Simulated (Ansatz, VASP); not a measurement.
# AlAs in VASP and in Ansatz

Contents of INCAR:

```
SYSTEM = AlAs
PREC = Accurate
ENCUT = 500
EDIFF = 1E-6
ISMEAR = 0
SIGMA = 0.1
LREAL = .False.
LASPH = .True.
NELM = 120
ALGO = Normal
ISIF = 2
LWAVE = .False.
LCHARG = .True.
GGA = PE
LELF = .True.
LVHAR = .True.
NBANDS = 11
GGA_COMPAT = .False.
```

File KPOINTS:

```
regular mesh
0
Gamma
  6 6 6
  0 0 0
```

POSCAR

```
AlAs
1.0
    0.0000000000      2.8400000000      2.8400000000
    2.8400000000      0.0000000000      2.8400000000
    2.8400000000      2.8400000000      0.0000000000
Al As
1 1
Direct
    0.0000000000      0.0000000000      0.0000000000
    0.2500000000      0.2500000000      0.2500000000
```

Input for Ansatz:

```yaml
crystal:
  lattice:
    - [0.0, 2.84, 2.84]
    - [2.84, 0.0, 2.84]
    - [2.84, 2.84, 0.0]
  atoms:
    - { symbol: Al, position: [0.0, 0.0, 0.0] }
    - { symbol: As, position: [0.25, 0.25, 0.25] }
basis:
  ecutwfc: 420
kpoints:
  mp_grid: { grid: [6, 6, 6] }
hamiltonian:
  xc: pbe
  pseudopotentials: { kind: paw, azcp: { folder: soft_1 } }
scf:
  occupations: { method: gaussian, width: 0.1 }
output:
  forces: true
  stress: true
  eigenvalues: true
```

Alike in both runs: task single point; functional PBE; k mesh 6 × 6 × 6; occupations gaussian, width 0.1 eV; no spin polarisation.

```csv
,VASP,Ansatz
version,VASP 6.6.1,Ansatz 0.2.0
potentials or method,"VASP PAW PBE potentials, release 64 (Al, As), cutoff 500 eV","scalar-relativistic, plane waves, PAW"
valence electrons in the cell,8,18
```

VASP gave:

| Quantity | Value |
| --- | --- |
| gap on the k mesh at the Fermi level (eV) | 1.45 |
| least direct gap on the mesh (eV) | 1.98 |
| pressure (GPa) | 2.0 |

Estimate Ansatz's values.

gap on the k mesh at the Fermi level (eV): 1.46; least direct gap on the mesh (eV): 1.98; pressure (GPa): 1.8.

VASP's potentials hold 8 valence electrons a cell and Ansatz's 18, so a difference there can come from the potentials and not from the codes.
